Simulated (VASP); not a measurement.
# GaN (P6_3mc) in VASP: further runs

GaN is run at these levels: revPBE+D3(BJ), BLYP, BLYP+D3(BJ); tasks: relaxation of shape and atoms at fixed volume.

All numbers are computed with VASP 6.6.1; they aren't measurements. Logs are shortened: lines on timing, memory, paths and dates and some standing lists are left out, and cuts for length are marked.

## 1. The cell of the first run

It takes space group P6_3mc (No. 186, hexagonal). Conventional cell: a = 3.172 Å, b = 3.172 Å, c = 5.166 Å, α = 90.00°, β = 90.00°, γ = 120.00°. Within 2.6 Å of Ga (site symmetry 3m) lie 4 N at 1.94 to 1.95 Å. Within 2.6 Å of N (site symmetry 3m) lie 4 Ga at 1.94 to 1.95 Å.

## 2. Relaxation of shape and atoms at fixed volume, revPBE+D3(BJ) (volume scaled by 0.98)

Contents of INCAR:

```
  ALGO = Normal
  EDIFF = 1E-7
  EDIFFG = -0.01
  ENCUT = 600
  GGA = RE
  IBRION = 2
  ISIF = 4
  ISMEAR = 0
  IVDW = 12
  LASPH = True
  LCHARG = False
  LREAL = False
  LWAVE = False
  NELM = 60
  NSW = 60
  PREC = Accurate
  SIGMA = 0.05
```

Contents of KPOINTS:

```
k-points
0
Gamma
  8 8 6
```

Contents of POSCAR:

```
GaN
1.0
    3.1717113593      0.0000000001      0.0000000000
   -1.5858556797      2.7467826105      0.0000000000
    0.0000000000      0.0000000000      5.1663351220
Ga N
2 2
Direct
    0.3333333333      0.6666666667     -0.0008277438
    0.6666666667      0.3333333333      0.4991722562
    0.3333333333      0.6666666667      0.3758277438
    0.6666666667      0.3333333333      0.8758277438
```

Potentials or basis: VASP PAW PBE potentials, release 64 (Ga_d, N).

Run with:

```
cat potpaw_PBE.64/Ga_d/POTCAR potpaw_PBE.64/N/POTCAR > POTCAR
mpirun -np 1 vasp_std > vasp.out
```

OUTCAR:

```text
EDIFF = 1E-7
   EDIFFG = -0.01
   ENCUT = 600
   GGA = RE
   IBRION = 2
   ISIF = 4
   ISMEAR = 0
   IVDW = 12
   LASPH = True
   LREAL = False
   NELM = 60
   NSW = 60
   PREC = Accurate
 IVDW          = 12

 ion  position               nearest neighbor table
   1  0.333  0.667  0.999-   4 1.94   4 1.94   4 1.94   3 1.95
   2  0.667  0.333  0.499-   3 1.94   3 1.94   3 1.94   4 1.95
   3  0.333  0.667  0.376-   2 1.94   2 1.94   2 1.94   1 1.95
   4  0.667  0.333  0.876-   1 1.94   1 1.94   1 1.94   2 1.95

  LATTYP: Found a hexagonal cell.
 ALAT       =     3.1717113593
 C/A-ratio  =     1.6288793452

  Lattice vectors:

 A1 = (   3.1717113593,   0.0000000001,   0.0000000000)
 A2 = (  -1.5858556797,   2.7467826105,   0.0000000000)
 A3 = (   0.0000000000,   0.0000000000,   5.1663351220)

Analysis of symmetry for initial positions (statically):
=====================================================================
 Subroutine PRICEL returns:
 Original cell was already a primitive cell.

 Routine SETGRP: Setting up the symmetry group for a
 hexagonal supercell.

 Subroutine GETGRP returns: Found 12 space group operations
 (whereof  6 operations were pure point group operations)
 out of a pool of 24 trial point group operations.

The static configuration has the point symmetry C_3v.
 The point group associated with its full space group is C_6v.

Analysis of symmetry for dynamics (positions and initial velocities):
=====================================================================
 Subroutine PRICEL returns:
 Original cell was already a primitive cell.

 Routine SETGRP: Setting up the symmetry group for a
 hexagonal supercell.

 Subroutine GETGRP returns: Found 12 space group operations
 (whereof  6 operations were pure point group operations)
 out of a pool of 24 trial point group operations.

The dynamic configuration has the point symmetry C_3v.
 The point group associated with its full space group is C_6v.

 Subroutine INISYM returns: Found 12 space group operations
 (whereof  6 operations are pure point group operations),
 and found     1 'primitive' translations

----------------------------------------------------------------------------------------

                                     Primitive cell

  volume of cell :      45.0091

  direct lattice vectors                    reciprocal lattice vectors
     3.171711359  0.000000000  0.000000000     0.315287202  0.182031151  0.000000000
    -1.585855680  2.746782610  0.000000000    -0.000000000  0.364062302  0.000000000
     0.000000000  0.000000000  5.166335122     0.000000000  0.000000000  0.193560808

  length of vectors
     3.171711359  3.171711359  5.166335122     0.364062302  0.364062302  0.193560808

  position of ions in fractional coordinates (direct lattice)
     0.333333333  0.666666667  0.999172256
     0.666666667  0.333333333  0.499172256
     0.333333333  0.666666667  0.375827744
     0.666666667  0.333333333  0.875827744

  ion indices of the primitive-cell ions
   primitive index   ion index
                 1           1
                 2           2
                 3           3
                 4           4

----------------------------------------------------------------------------------------

 KPOINTS: k-points

Automatic generation of k-mesh.
 Grid dimensions read from file:
 generate k-points for:    8    8    6

 Generating k-lattice:

  Cartesian coordinates                     Fractional coordinates (reciprocal lattice)
     0.039410900  0.022753894  0.000000000     0.125000000 -0.000000000  0.000000000
    -0.000000000  0.045507788  0.000000000    -0.000000000  0.125000000  0.000000000
     0.000000000  0.000000000  0.032260135     0.000000000  0.000000000  0.166666667

  Length of vectors
     0.045507788  0.045507788  0.032260135

  Shift w.r.t. Gamma in fractional coordinates (k-lattice)
     0.000000000  0.000000000  0.000000000

 Subroutine IBZKPT returns following result:
 ===========================================

 Found     40 irreducible k-points:

 Following reciprocal coordinates:
            Coordinates               Weight
  0.000000  0.000000  0.000000      1.000000
  0.125000  0.000000  0.000000      6.000000
  0.250000  0.000000  0.000000      6.000000
  0.375000  0.000000  0.000000      6.000000
  0.500000  0.000000  0.000000      3.000000
  0.125000  0.125000  0.000000      6.000000
[... 16 lines left out ...]
  0.250000  0.000000  0.333333     12.000000
  0.375000  0.000000  0.333333     12.000000
 [... further k-points ...]
   k-points           NKPTS =     40   k-points in BZ     NKDIM =     40   number of bands    NBANDS=     22
   number of dos      NEDOS =    301   number of ions     NIONS =      4
   total plane-waves  NPLWV =  32928
   dimension x,y,z NGX =    28 NGY =   28 NGZ =   42
   dimension x,y,z NGXF=    56 NGYF=   56 NGZF=   84
   ions per type =               2   2
   NGX,Y,Z   is equivalent  to a cutoff of  14.68, 14.68, 13.52 a.u.
   NGXF,Y,Z  is equivalent  to a cutoff of  29.35, 29.35, 27.03 a.u.
 SYSTEM =  unknown system
   PREC   = accura    normal or accurate (medium, high low for compatibility)
   ISTART =      0    job   : 0-new  1-cont  2-samecut
   ICHARG =      2    charge: 1-file 2-atom 10-const
   ISPIN  =      1    spin polarized calculation?
   LNONCOLLINEAR =      F non collinear calculations
   LSORBIT =      F    spin-orbit coupling
   LASPH  =      T    aspherical Exc in radial PAW
   ENCUT  =  600.0 eV  44.10 Ry    6.64 a.u.   6.33  6.33 10.32*2*pi/ulx,y,z
   NELM   =     60;   NELMIN=  2; NELMDL= -5     # of ELM steps
   EDIFF  = 0.1E-06   stopping-criterion for ELM
   LREAL  =      F    real-space projection
   EDIFFG = -.1E-01   stopping-criterion for IOM
   NSW    =     60    number of steps for IOM
   IBRION =      2    ionic relax: 0-MD 1-quasi-New 2-CG
   NFREE  =      1    steps in history (QN), initial steepest desc. (CG)
   ISIF   =      4    stress and relaxation
   ISYM   =      2    0-nonsym 1-usesym 2-fastsym
   POTIM  = 0.5000    time-step for ionic-motion
   TEBEG  =    0.0;   TEEND  =   0.0 temperature during run
   PSTRESS=    0.0 pullay stress
   NELECT =      36.0000    total number of electrons
   NUPDOWN=      -1.0000    fix difference up-down
   EMIN   =  10.00;   EMAX   =-10.00  energy-range for DOS
   EFERMI =   0.00;   METHOD = LEGACY
   ISMEAR =     0;   SIGMA  =   0.05  broadening in eV -4-tet -1-fermi 0-gaus
   EFERMI_NEDOS =   21; number of points for ismear=-14 and -15
   IALGO  =     38    algorithm
   IMIX   =      4    mixing-type and parameters
     AMIX     =   0.40;   BMIX     =  1.00
     AMIX_MAG =   1.60;   BMIX_MAG =  1.00
  volume/ion in A,a.u.               =      11.25        75.93
  Fermi-wavevector in a.u.,A,eV,Ry     =   1.519645  2.871713 31.420220  2.309321
  Thomas-Fermi vector in A             =   2.628603
   LORBIT       =      0    0 simple, 1 ext, 2 COOP (PROOUT), +10 PAW based schemes
   GGA     = RE    functional components
   LHFCALC =     F    Hartree Fock is set to
   AEXX    =    0.0000 exact exchange contribution
   IVDW    =    12    specifies the selected vdW correction
   LEPSILON=     F    determine dielectric tensor
   LRPA    =     F    only Hartree local field effects (RPA)
 conjugate gradient relaxation of ions
 non-spin polarized calculation
 Gauss-broadening in eV      SIGMA  =   0.05
  energy-cutoff  :      600.00
  volume of cell :       45.01
 maximum number of plane-waves:      1521
 NGX is ok and might be reduce to    28
   NGX = 13   NGY = 13   NGZ = 21

 number of electron      35.9999993 magnetization

 Free energy of the ion-electron system (eV)
  ---------------------------------------------------
  ext. energy  EPLUGINS =         0.00000000
  ---------------------------------------------------
  free energy    TOTEN  =       -22.85158389 eV

  energy without entropy =      -22.85158389  energy(sigma->0) =      -22.85158389

 E-fermi :   5.8181     XC(G=0): -11.6073

 val. band max:        5.5829897524   @ k =   0.0000   0.0000   0.0000
 cond. band min:       7.6369439998   @ k =   0.0000   0.0000   0.0000
 fundamental gap:      2.0539542474
 Fermi energy:         5.8180865166

 k-point     1 :       0.0000    0.0000    0.0000
  band No.  band energies     occupation
      1     -10.5567      2.00000
      2      -9.5902      2.00000
      3      -7.8713      2.00000
      4      -7.8556      2.00000
      5      -7.8556      2.00000
      6      -7.7913      2.00000
[... 14 lines left out ...]
     21      14.9426      0.00000
     22      15.6164      0.00000

 k-point     2 :       0.1250    0.0000    0.0000
  band No.  band energies     occupation
      1     -10.4036      2.00000
      2      -9.5499      2.00000
      3      -7.8541      2.00000
      4      -7.8334      2.00000
      5      -7.8075      2.00000
      6      -7.7712      2.00000
[... 14 lines left out ...]
     21      14.3576      0.00000
     22      14.8674      0.00000

 k-point     3 :       0.2500    0.0000    0.0000
  band No.  band energies     occupation
      1     -10.0396      2.00000
      2      -9.4720      2.00000
      3      -7.8140      2.00000
      4      -7.7939      2.00000
      5      -7.7274      2.00000
      6      -7.6848      2.00000
[... 14 lines left out ...]
     21      13.0822      0.00000
     22      14.2582      0.00000

 k-point     4 :       0.3750    0.0000    0.0000
  band No.  band energies     occupation
      1      -9.7154      2.00000
      2      -9.4215      2.00000
      3      -7.8005      2.00000
      4      -7.7786      2.00000
      5      -7.6874      2.00000
      6      -7.6292      2.00000
[... 14 lines left out ...]
     21      12.1124      0.00000
     22      14.2259      0.00000

 k-point     5 :       0.5000    0.0000    0.0000
  band No.  band energies     occupation
      1      -9.6024      2.00000
      2      -9.4091      2.00000
      3      -7.8047      2.00000
      4      -7.7780      2.00000
      5      -7.6762      2.00000
      6      -7.6340      2.00000
[... 14 lines left out ...]
     21      11.7353      0.00000
     22      14.3672      0.00000

 k-point     6 :       0.1250    0.1250    0.0000
  band No.  band energies     occupation
      1     -10.1441      2.00000
      2      -9.4920      2.00000
      3      -7.8163      2.00000
      4      -7.8093      2.00000
      5      -7.7426      2.00000
      6      -7.7342      2.00000
[... 14 lines left out ...]
     21      13.7186      0.00000
     22      13.7374      0.00000

 k-point     7 :       0.2500    0.1250    0.0000
  band No.  band energies     occupation
      1      -9.8022      2.00000
      2      -9.4340      2.00000
      3      -7.8054      2.00000
      4      -7.7743      2.00000
      5      -7.6871      2.00000
      6      -7.6577      2.00000
[... 324 lines left out ...]
      6      -7.6226      2.00000
[... 14 lines left out ...]
     21      13.4259      0.00000
     22      13.7146      0.00000

 k-point    21 :       0.0000    0.0000    0.3333
  band No.  band energies     occupation
      1     -10.2537      2.00000
      2      -9.7489      2.00000
      3      -7.8474      2.00000
      4      -7.8474      2.00000
      5      -7.8149      2.00000
      6      -7.8149      2.00000
[... 14 lines left out ...]
     21      14.3351      0.00000
     22      14.7577      0.00000

 k-point    22 :       0.1250    0.0000    0.3333
  band No.  band energies     occupation
      1     -10.1244      2.00000
      2      -9.6813      2.00000
      3      -7.8338      2.00000
      4      -7.8218      2.00000
      5      -7.7993      2.00000
      6      -7.7849      2.00000
[... 14 lines left out ...]
     21      13.7334      0.00000
     22      14.2616      0.00000

 k-point    23 :       0.2500    0.0000    0.3333
  band No.  band energies     occupation
      1      -9.8327      2.00000
      2      -9.5442      2.00000
      3      -7.8081      2.00000
      4      -7.7685      2.00000
      5      -7.7644      2.00000
      6      -7.7137      2.00000
[... 14 lines left out ...]
     21      12.9908      0.00000
     22      13.8348      0.00000

 k-point    24 :       0.3750    0.0000    0.3333
  band No.  band energies     occupation
      1      -9.5937      2.00000
      2      -9.4468      2.00000
      3      -7.8120      2.00000
      4      -7.7538      2.00000
      5      -7.7346      2.00000
      6      -7.6497      2.00000
[... 14 lines left out ...]
     21      13.1416      0.00000
     22      13.8101      0.00000

 [... further k-points ...]

------------------------ aborting loop because EDIFF is reached ----------------------------------------

 Edisp (eV)   -1.99567

 E8    (eV) :    -1.3421

  FORCE on cell =-STRESS in cart. coord.  units (eV):
  Direction    XX          YY          ZZ          XY          YZ          ZX
  --------------------------------------------------------------------------------------
  -------------------------------------------------------------------------------------
  Total       0.96922     0.96922     1.02009     0.00000     0.00000     0.00000
  in kB      34.50102    34.50102    36.31196     0.00000     0.00000     0.00000
  external pressure =       35.10 kB  Pullay stress =        0.00 kB

 VOLUME and BASIS-vectors are now :
 -----------------------------------------------------------------------------
  energy-cutoff  :      600.00
  volume of cell :       45.01
      direct lattice vectors                 reciprocal lattice vectors
     3.171711359  0.000000000  0.000000000     0.315287202  0.182031151  0.000000000
    -1.585855680  2.746782610  0.000000000    -0.000000000  0.364062302  0.000000000
     0.000000000  0.000000000  5.166335122     0.000000000  0.000000000  0.193560808

 POSITION                                       TOTAL-FORCE (eV/Angst)
 -----------------------------------------------------------------------------------
     -0.00000      1.83119      5.16206         0.000000      0.000000      0.004675
      1.58586      0.91559      2.57889        -0.000000     -0.000000      0.004675
     -0.00000      1.83119      1.94165         0.000000      0.000000     -0.004675
      1.58586      0.91559      4.52482        -0.000000     -0.000000     -0.004675
 -----------------------------------------------------------------------------------
    total drift:                               -0.000000     -0.000000     -0.000295

  FREE ENERGIE OF THE ION-ELECTRON SYSTEM (eV)
  ---------------------------------------------------
  free  energy   TOTEN  =       -24.8472511266 eV

  energy  without entropy=      -24.8472511266  energy(sigma->0) =      -24.84725113

 reached required accuracy - stopping structural energy minimisation
```

It took 44 s on 1 thread of Intel Xeon Platinum 8488C (Sapphire Rapids), shared host; peak memory 0.2 GiB.

What came out:

```
Free energy                  : -24.8473 eV
Pressure after relaxing      : 3.5 GPa
Largest force after relaxing : 0.005 eV/Å
Band gap on the k mesh       : 2.05 eV, direct
Dispersion energy per atom   : -0.499 eV
```

Forces on the atoms (eV/Å):
```
Ga   0.000  0.000  0.005
Ga   0.000  0.000  0.005
N    0.000  0.000 -0.005
N    0.000  0.000 -0.005
```

Stress tensor (GPa, compression positive):
```
3.45 0.00 0.00
0.00 3.45 0.00
0.00 0.00 3.63
```

Final structure:
```
Ga N
1.0
     3.17171    0.00000    0.00000
    -1.58586    2.74678    0.00000
     0.00000    0.00000    5.16634
Ga N
2 2
Direct
  0.33333 0.66667 0.99917
  0.66667 0.33333 0.49917
  0.33333 0.66667 0.37583
  0.66667 0.33333 0.87583
```

Caveat: the cell differs from its parent crystal (volume scaled by 0.98); the relaxation stopped at its first step, so nothing moved; the PAW data sets were made with another functional, which shifts forces and pressure a little.

## 3. Relaxation of shape and atoms at fixed volume, BLYP

This run uses another cell than the first one, of 11.31 Å³/atom, 1.005 times its volume.

Contents of INCAR:

```
SYSTEM = GaN
PREC     = Accurate       ! precision mode
ENCUT    = 600            ! plane-wave cutoff, eV
EDIFF    = 1E-7           ! SCF threshold, eV
ISMEAR   = 0              ! smearing method
SIGMA    = 0.05           ! smearing width, eV
LREAL    = .FALSE.        ! projectors in reciprocal space
LASPH    = .TRUE.         ! aspherical terms in the spheres
NELM     = 100            ! most SCF steps
ALGO     = Normal         ! electronic algorithm
ISIF     = 4              ! what is computed and relaxed
LWAVE    = .FALSE.        ! write WAVECAR
LCHARG   = .FALSE.        ! write CHGCAR
GGA      = B5             ! functional
ALDAX    = 1.0          
AGGAX    = 1.0          
AGGAC    = 1.0          
ALDAC    = 0.0          
IBRION   = 2              ! ionic algorithm
NSW      = 60             ! ionic steps
EDIFFG   = -0.02          ! ionic threshold
```

Contents of KPOINTS:

```
regular mesh
0
G
  8 8 6
  0 0 0
```

Contents of POSCAR:

```
GaN
1.0
    3.1771651428      0.0000000001      0.0000000000
   -1.5885825715      2.7515057256      0.0000000000
    0.0000000000      0.0000000000      5.1752186774
Ga N
2 2
Direct
    0.3333333333      0.6666666667     -0.0008277438
    0.6666666667      0.3333333333      0.4991722562
    0.3333333333      0.6666666667      0.3758277438
    0.6666666667      0.3333333333      0.8758277438
```

Potentials or basis: VASP PAW PBE potentials, release 64 (Ga_d, N).

Run with:

```
cat potpaw_PBE.64/Ga_d/POTCAR potpaw_PBE.64/N/POTCAR > POTCAR
mpirun -np 1 vasp_std > vasp.out
```

It took 68 s on 1 thread of Intel Xeon Platinum 8488C (Sapphire Rapids), shared host; peak memory 0.2 GiB.

It converged, with:

```yaml
Free_energy: -21.8934 eV
Pressure_after_relaxing: 14.3 GPa
Largest_force_after_relaxing: 0.011 eV/Å
Band_gap_on_the_k_mesh: 2.06 eV, direct
```

Forces on the atoms (eV/Å):
```
Ga   0.000  0.000  0.011
Ga   0.000  0.000  0.011
N    0.000  0.000 -0.011
N    0.000  0.000 -0.011
```

Stress tensor (GPa, compression positive):
```
14.17  0.00  0.00
 0.00 14.17  0.00
 0.00  0.00 14.50
```

Final structure:
```yaml
crystal:
  lattice:
    - [3.17717, 0.00000, 0.00000]
    - [-1.58858, 2.75151, 0.00000]
    - [0.00000, 0.00000, 5.17522]
  atoms:
    - { symbol: Ga, position: [0.33333, 0.66667, 0.99917] }
    - { symbol: Ga, position: [0.66667, 0.33333, 0.49917] }
    - { symbol: N, position: [0.33333, 0.66667, 0.37583] }
    - { symbol: N, position: [0.66667, 0.33333, 0.87583] }
```

Levels at points of the mesh, in eV from the valence-band top:
| k point | band 15 | band 16 | band 17 | band 18 | band 19 | band 20 | band 21 | band 22 |
| --- | --- | --- | --- | --- | --- | --- | --- | --- |
| (0.00, 0.00, 0.00) | -1.03 | -0.04 | 0.00 | 0.00 | 2.06 | 4.35 | 9.35 | 9.97 |
| (0.50, 0.00, 0.00) | -4.18 | -2.74 | -2.17 | -1.00 | 5.25 | 5.67 | 6.21 | 8.62 |
| (0.00, 0.00, 0.50) | -0.53 | -0.53 | -0.53 | -0.53 | 4.35 | 4.35 | 8.61 | 8.61 |
| (0.50, 0.00, 0.50) | -1.94 | -1.94 | -1.89 | -1.89 | 4.59 | 4.59 | 7.84 | 7.84 |

Caveat: the relaxation stopped at its first step, so nothing moved; the PAW data sets were made with another functional, which shifts forces and pressure a little. BLYP gaps usually lie below the measured ones, often by a third to a half.

[end of part 1 of 2]
